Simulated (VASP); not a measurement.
# Mo2Ru3 in VASP: a series of runs

The runs below take Mo2Ru3 through single point, with PBE.

Program: VASP 6.6.1. These are calculated values, not measurements. Logs are shortened: lines on timing, memory, paths and dates and some standing lists are left out, and cuts for length are marked.

### 1 The cell of the first run

The typed cell holds 10 atoms: a = 2.760 Å, b = 2.760 Å, c = 22.087 Å, α = 90.00°, β = 90.00°, γ = 120.00°.

### 2 Single point, PBE

Contents of INCAR:

```
SYSTEM = Mo2Ru3
ALGO = Fast
EDIFF = 1E-7
ENCUT = 520
GGA = PE
ISIF = 2
ISMEAR = 0
LASPH = .True.
LCHARG = .False.
LREAL = .False.
LWAVE = .False.
NBANDS = 81
NELM = 60
PREC = Accurate
SIGMA = 0.2
```

Contents of KPOINTS:

```
k-points
0
Gamma
  12 12 1
  0 0 0
```

Contents of POSCAR:

```
Mo2Ru3
1.0
    2.7603980196      0.0000354647     -0.0000066454
   -1.3801691634      2.3906006565     -0.0000068020
   -0.0001546162     -0.0000121730     22.0865559679
Mo Ru
4 6
Direct
    0.3333104713      0.6666511652      0.1969916958
    0.3333414994      0.6666949953      0.3990214845
    0.3333398122      0.6666720134      0.6009804668
    0.3333180863      0.6666491076      0.8030080266
    0.3333122714      0.6666496650     -0.0000001103
    0.6666240292      0.3333149006      0.0971406462
    0.6667389627      0.3333818137      0.2987871008
    0.6666677047      0.3333317777      0.5000002617
    0.6666586206      0.3333294024      0.7012124571
    0.6666885420      0.3333251591      0.9028579708
```

Potentials or basis: VASP PAW PBE potentials, release 64 (Mo_sv, Ru_pv).

On the command line:

```console
$ cat potpaw_PBE.64/Mo_sv/POTCAR potpaw_PBE.64/Ru_pv/POTCAR > POTCAR
$ mpirun -np 1 vasp_std > vasp.out
```

OUTCAR:

```text
SYSTEM = Mo2Ru3
   EDIFF = 1E-7
   ENCUT = 520
   GGA = PE
   ISIF = 2
   ISMEAR = 0
   LASPH = .True.
   LREAL = .False.
   NELM = 60
   PREC = Accurate

 ion  position               nearest neighbor table
   1  0.333  0.667  0.197-   6 2.72   6 2.72   6 2.72   7 2.76   7 2.76   7 2.76
   2  0.333  0.667  0.399-   7 2.73   7 2.73   7 2.73   8 2.74   8 2.74   8 2.74
   3  0.333  0.667  0.601-   9 2.73   9 2.73   9 2.73   8 2.74   8 2.74   8 2.74
   4  0.333  0.667  0.803-  10 2.72  10 2.72  10 2.72   9 2.76   9 2.76   9 2.76
   5  0.333  0.667  1.000-   6 2.67  10 2.67   6 2.67  10 2.67   6 2.67  10 2.67
   6  0.667  0.333  0.097-   5 2.67   5 2.67   5 2.67   1 2.72   1 2.72   1 2.72
   7  0.667  0.333  0.299-   2 2.73   2 2.73   2 2.73   1 2.76   1 2.76   1 2.76
   8  0.667  0.333  0.500-   2 2.74   2 2.74   3 2.74   3 2.74   2 2.74   3 2.74
   9  0.667  0.333  0.701-   3 2.73   3 2.73   3 2.73   4 2.76   4 2.76   4 2.76
  10  0.667  0.333  0.903-   5 2.67   5 2.67   5 2.67   4 2.72   4 2.72   4 2.72

  LATTYP: Found a base centered orthorhombic cell.
 ALAT       =     2.7604660403
 B/A-ratio  =     1.7319970225
 C/A-ratio  =     8.0010243365

  Lattice vectors:

 A1 = (   2.7603980196,   0.0000354647,  -0.0000066454)
 A2 = (  -1.3801691634,   2.3906006565,  -0.0000068020)
 A3 = (  -0.0001546162,  -0.0000121730,  22.0865559679)

Analysis of symmetry for initial positions (statically):
=====================================================================
 Subroutine PRICEL returns:
 Original cell was already a primitive cell.

 Routine SETGRP: Setting up the symmetry group for a
 base centered orthorhombic supercell.

 Subroutine GETGRP returns: Found  1 space group operations
 (whereof  1 operations were pure point group operations)
 out of a pool of  8 trial point group operations.

The static configuration has the point symmetry C_1 .

Analysis of symmetry for dynamics (positions and initial velocities):
=====================================================================
 Subroutine PRICEL returns:
 Original cell was already a primitive cell.

 Routine SETGRP: Setting up the symmetry group for a
 base centered orthorhombic supercell.

 Subroutine GETGRP returns: Found  1 space group operations
 (whereof  1 operations were pure point group operations)
 out of a pool of  8 trial point group operations.

The dynamic configuration has the point symmetry C_1 .

 Subroutine INISYM returns: Found  1 space group operations
 (whereof  1 operations are pure point group operations),
 and found     1 'primitive' translations

----------------------------------------------------------------------------------------

                                     Primitive cell

  volume of cell :     145.7505

  direct lattice vectors                    reciprocal lattice vectors
     2.760398020  0.000035465 -0.000006645     0.362263911  0.209146382  0.000002651
    -1.380169163  2.390600657 -0.000006802    -0.000005374  0.418301810  0.000000231
    -0.000154616 -0.000012173 22.086555968     0.000000109  0.000000192  0.045276412

  length of vectors
     2.760398020  2.760405481 22.086555968     0.418302941  0.418301810  0.045276412

  position of ions in fractional coordinates (direct lattice)
     0.333310471  0.666651165  0.196991696
     0.333341499  0.666694995  0.399021484
     0.333339812  0.666672013  0.600980467
     0.333318086  0.666649108  0.803008027
     0.333312271  0.666649665  0.999999890
     0.666624029  0.333314901  0.097140646
     0.666738963  0.333381814  0.298787101
     0.666667705  0.333331778  0.500000262
     0.666658621  0.333329402  0.701212457
     0.666688542  0.333325159  0.902857971

  ion indices of the primitive-cell ions
   primitive index   ion index
                 1           1
                 2           2
                 3           3
                 4           4
                 5           5
                 6           6
                 7           7
                 8           8
                 9           9
                10          10

----------------------------------------------------------------------------------------

 KPOINTS: k-points

Automatic generation of k-mesh.
 Grid dimensions read from file:
 generate k-points for:   12   12    1

 Generating k-lattice:

  Cartesian coordinates                     Fractional coordinates (reciprocal lattice)
     0.030188659  0.017428865  0.000000221     0.083333333  0.000000000 -0.000000000
    -0.000000448  0.034858484  0.000000019    -0.000000000  0.083333333  0.000000000
     0.000000109  0.000000192  0.045276412     0.000000000 -0.000000000  1.000000000

  Length of vectors
     0.034858578  0.034858484  0.045276412

  Shift w.r.t. Gamma in fractional coordinates (k-lattice)
     0.000000000  0.000000000  0.000000000

 Subroutine IBZKPT returns following result:
 ===========================================

 Found     74 irreducible k-points:

 Following reciprocal coordinates:
            Coordinates               Weight
  0.000000  0.000000  0.000000      1.000000
  0.083333 -0.000000 -0.000000      2.000000
  0.166667 -0.000000 -0.000000      2.000000
  0.250000 -0.000000 -0.000000      2.000000
  0.333333 -0.000000 -0.000000      2.000000
  0.416667 -0.000000 -0.000000      2.000000
[... 16 lines left out ...]
  0.250000  0.166667 -0.000000      2.000000
  0.333333  0.166667 -0.000000      2.000000
 [... further k-points ...]
   k-points           NKPTS =     74   k-points in BZ     NKDIM =     74   number of bands    NBANDS=     81
   number of dos      NEDOS =    301   number of ions     NIONS =     10
   total plane-waves  NPLWV =  96768
   dimension x,y,z NGX =    24 NGY =   24 NGZ =  168
   dimension x,y,z NGXF=    48 NGYF=   48 NGZF=  336
   ions per type =               4   6
   NGX,Y,Z   is equivalent  to a cutoff of  14.45, 14.45, 12.65 a.u.
   NGXF,Y,Z  is equivalent  to a cutoff of  28.91, 28.91, 25.29 a.u.
 SYSTEM =  Mo2Ru3
   PREC   = accura    normal or accurate (medium, high low for compatibility)
   ISTART =      0    job   : 0-new  1-cont  2-samecut
   ICHARG =      2    charge: 1-file 2-atom 10-const
   ISPIN  =      1    spin polarized calculation?
   LNONCOLLINEAR =      F non collinear calculations
   LSORBIT =      F    spin-orbit coupling
   LASPH  =      T    aspherical Exc in radial PAW
   ENCUT  =  520.0 eV  38.22 Ry    6.18 a.u.   5.13  5.13 41.07*2*pi/ulx,y,z
   NELM   =     60;   NELMIN=  2; NELMDL= -5     # of ELM steps
   EDIFF  = 0.1E-06   stopping-criterion for ELM
   LREAL  =      F    real-space projection
   EDIFFG = 0.1E-05   stopping-criterion for IOM
   NSW    =      0    number of steps for IOM
   IBRION =     -1    ionic relax: 0-MD 1-quasi-New 2-CG
   NFREE  =      0    steps in history (QN), initial steepest desc. (CG)
   ISIF   =      2    stress and relaxation
   ISYM   =      2    0-nonsym 1-usesym 2-fastsym
   POTIM  = 0.5000    time-step for ionic-motion
   TEBEG  =    0.0;   TEEND  =   0.0 temperature during run
   PSTRESS=    0.0 pullay stress
   NELECT =     140.0000    total number of electrons
   NUPDOWN=      -1.0000    fix difference up-down
   EMIN   =  10.00;   EMAX   =-10.00  energy-range for DOS
   EFERMI =   0.00;   METHOD = LEGACY
   ISMEAR =     0;   SIGMA  =   0.20  broadening in eV -4-tet -1-fermi 0-gaus
   EFERMI_NEDOS =   21; number of points for ismear=-14 and -15
   IALGO  =     68    algorithm
   IMIX   =      4    mixing-type and parameters
     AMIX     =   0.40;   BMIX     =  1.00
     AMIX_MAG =   1.60;   BMIX_MAG =  1.00
  volume/ion in A,a.u.               =      14.58        98.36
  Fermi-wavevector in a.u.,A,eV,Ry     =   1.615279  3.052435 35.499314  2.609126
  Thomas-Fermi vector in A             =   2.710052
   LORBIT       =      0    0 simple, 1 ext, 2 COOP (PROOUT), +10 PAW based schemes
   GGA     = PE    functional components
   LHFCALC =     F    Hartree Fock is set to
   AEXX    =    0.0000 exact exchange contribution
   IVDW    =     0    specifies the selected vdW correction
   LEPSILON=     F    determine dielectric tensor
   LRPA    =     F    only Hartree local field effects (RPA)
 non-spin polarized calculation
 RMM-DIIS sequential band-by-band and
 Gauss-broadening in eV      SIGMA  =   0.20
  energy-cutoff  :      520.00
  volume of cell :      145.75
 maximum number of plane-waves:      3947
 NGX is ok and might be reduce to    24
   NGX = 11   NGY = 11   NGZ = 83

 number of electron     140.0000014 magnetization

 Free energy of the ion-electron system (eV)
  ---------------------------------------------------
  ext. energy  EPLUGINS =         0.00000000
  ---------------------------------------------------
  free energy    TOTEN  =       -98.61952899 eV

  energy without entropy =      -98.42780623  energy(sigma->0) =      -98.52366761

 E-fermi :  12.2440     XC(G=0): -13.7192

 val. band max:       12.2321870841   @ k =   0.2500   0.0833  -0.0000
 cond. band min:      12.2574874814   @ k =   0.0000   0.0000   0.0000
 fundamental gap:      0.0253003973
 Fermi energy:        12.2440185003

 k-point     1 :       0.0000    0.0000    0.0000
  band No.  band energies     occupation
      1     -48.5631      2.00000
      2     -48.5622      2.00000
      3     -48.5560      2.00000
      4     -48.5559      2.00000
      5     -31.0164      2.00000
      6     -30.5563      2.00000
[... 73 lines left out ...]
     80      13.1386      0.00000
     81      13.7575      0.00000

 k-point     2 :       0.0833   -0.0000   -0.0000
  band No.  band energies     occupation
      1     -48.5500      2.00000
      2     -48.5491      2.00000
      3     -48.5429      2.00000
      4     -48.5428      2.00000
      5     -31.0025      2.00000
      6     -30.5709      2.00000
[... 73 lines left out ...]
     80      12.8340      0.00003
     81      13.1815      0.00000
[... 1762 lines left out ...]
     80      14.3908      0.00000
     81      14.4500      0.00000

 k-point    24 :       0.3333    0.1667   -0.0000
  band No.  band energies     occupation
      1     -48.3629      2.00000
      2     -48.3628      2.00000
      3     -48.3564      2.00000
      4     -48.3563      2.00000
      5     -30.9764      2.00000
      6     -30.8990      2.00000
[... 73 lines left out ...]
     80      14.8462      0.00000
     81      15.0683      0.00000

 [... further k-points ...]

------------------------ aborting loop because EDIFF is reached ----------------------------------------

  FORCE on cell =-STRESS in cart. coord.  units (eV):
  Direction    XX          YY          ZZ          XY          YZ          ZX
  --------------------------------------------------------------------------------------
  -------------------------------------------------------------------------------------
  Total        0.1874333      0.1828664      0.1865087     -0.0022449      0.0005472      0.0015495
  in kB        2.0603808      2.0101781      2.0502169     -0.0246770      0.0060151      0.0170329
  external PRESSURE =       2.0402586 kB  Pullay stress =       0.0000000 kB

 VOLUME and BASIS-vectors are now :
 -----------------------------------------------------------------------------
  energy-cutoff  :      520.00
  volume of cell :      145.75
      direct lattice vectors                 reciprocal lattice vectors
     2.760398020  0.000035465 -0.000006645     0.362263911  0.209146382  0.000002651
    -1.380169163  2.390600657 -0.000006802    -0.000005374  0.418301810  0.000000231
    -0.000154616 -0.000012173 22.086555968     0.000000109  0.000000192  0.045276412

 POSITION                                       TOTAL-FORCE (eV/Angst)
 -----------------------------------------------------------------------------------
     -0.00005      1.59371      4.35086         0.000071      0.000238      0.002102
     -0.00006      1.59381      8.81300         0.000148     -0.000008      0.000274
     -0.00006      1.59375     13.27358        -0.000108      0.000015     -0.000646
     -0.00012      1.59369     17.73567         0.000048      0.000116     -0.001934
     -0.00017      1.59369     22.08655         0.000084      0.000105     -0.000125
      1.38010      0.79685      2.14550         0.000277     -0.000033     -0.012123
      1.38030      0.79700      6.59917        -0.000328     -0.000312     -0.000465
      1.38014      0.79688     11.04328         0.000044      0.000054      0.000096
      1.38008      0.79687     15.48736         0.000093     -0.000056      0.000643
      1.38014      0.79686     19.94102        -0.000330     -0.000120      0.012179
 -----------------------------------------------------------------------------------
    total drift:                                0.000001     -0.000011     -0.000071

  FREE ENERGIE OF THE ION-ELECTRON SYSTEM (eV)
  ---------------------------------------------------
  free  energy   TOTEN  =       -98.6195289924 eV

  energy  without entropy=      -98.4278062304  energy(sigma->0) =      -98.52366761
```

It took 26 min on 1 thread of Intel Xeon 6975P-C (Granite Rapids), shared host; peak memory 0.71 GiB.

Results:

```
Free energy            : -98.6195 eV
Pressure               : 0.2 GPa
Largest force          : 0.012 eV/Å
Band gap on the k mesh : zero (bands 70 and 71 overlap by 2.21 eV)
```

Forces on the atoms (eV/Å):
```
Mo   0.000  0.000  0.002
Mo   0.000  0.000  0.000
Mo   0.000  0.000 -0.001
Mo   0.000  0.000 -0.002
Ru   0.000  0.000  0.000
Ru   0.000  0.000 -0.012
Ru   0.000  0.000  0.000
Ru   0.000  0.000  0.000
Ru   0.000  0.000  0.001
Ru   0.000  0.000  0.012
```

### 3 Single point, PBE

Contents of INCAR:

```
  PREC = Accurate
  ENCUT = 520
  EDIFF = 1E-6
  ISMEAR = 0
  SIGMA = 0.1
  LREAL = F
  LASPH = T
  NELM = 80
  ALGO = Fast
  ISIF = 2
  LWAVE = F
  LCHARG = F
  GGA = PE
  NBANDS = 81
```

Contents of KPOINTS:

```
Automatic mesh
0
Gamma
  18 18 2
```

Contents of POSCAR:

```
Mo2Ru3
1.0
    2.7605593958      0.0000000000      0.0000000000
   -1.3802796979      2.3907145654      0.0000000000
    0.0000000000      0.0000000000     22.0738844384
Mo Ru
4 6
Direct
    0.3333333333      0.6666666667      0.1971353560
    0.3333333333      0.6666666667      0.3990676079
    0.3333333333      0.6666666667      0.6009323921
    0.3333333333      0.6666666667      0.8028646440
    0.3333333333      0.6666666667      0.0000000000
    0.6666666667      0.3333333333      0.0969044950
    0.6666666667      0.3333333333      0.2984187951
    0.6666666667      0.3333333333      0.5000000000
    0.6666666667      0.3333333333      0.7015812049
    0.6666666667      0.3333333333      0.9030955050
```

Potentials or basis: VASP PAW PBE potentials, release 64 (Mo_sv, Ru_pv).

On the command line:

```console
$ cat potpaw_PBE.64/Mo_sv/POTCAR potpaw_PBE.64/Ru_pv/POTCAR > POTCAR
$ mpirun -np 1 vasp_std > vasp.out
```

Run time: 46 min. Hardware: 1 thread of Oxide Virtual Turin-like, shared host; peak memory 0.7 GiB.

It converged, with:

| Quantity | Value |
| --- | --- |
| Free energy | -98.5923 eV |
| Pressure | 0.2 GPa |
| Largest force | 0.012 eV/Å |
| Band gap on the k mesh | zero (bands 70 and 71 overlap by 2.36 eV) |

Forces in eV/Å, atoms in the order of the input:
```
Mo   0.000  0.000  0.001
Mo   0.000  0.000  0.000
Mo   0.000  0.000  0.000
Mo   0.000  0.000 -0.001
Ru   0.000  0.000  0.000
Ru   0.000  0.000 -0.012
Ru   0.000  0.000  0.000
Ru   0.000  0.000  0.000
Ru   0.000  0.000  0.000
Ru   0.000  0.000  0.012
```

Levels at points of the mesh, in eV from the Fermi level:
```
           k point  band 67  band 68  band 69  band 70  band 71  band 72  band 73  band 74
(0.00, 0.00, 0.00)    -1.04    -1.01    -1.01    -0.63    -0.63    -0.53    -0.53     0.07
(0.50, 0.00, 0.00)     0.90     0.99     1.21     1.42     1.68     1.72     1.75     1.78
(0.00, 0.00, 0.50)    -0.86    -0.86    -0.80    -0.80    -0.54    -0.43    -0.32    -0.32
(0.50, 0.00, 0.50)     0.82     1.33     1.44     1.61     1.68     1.69     1.73     1.79
```

The gap in the log of VASP goes by the Fermi energy; the results here count the filled bands.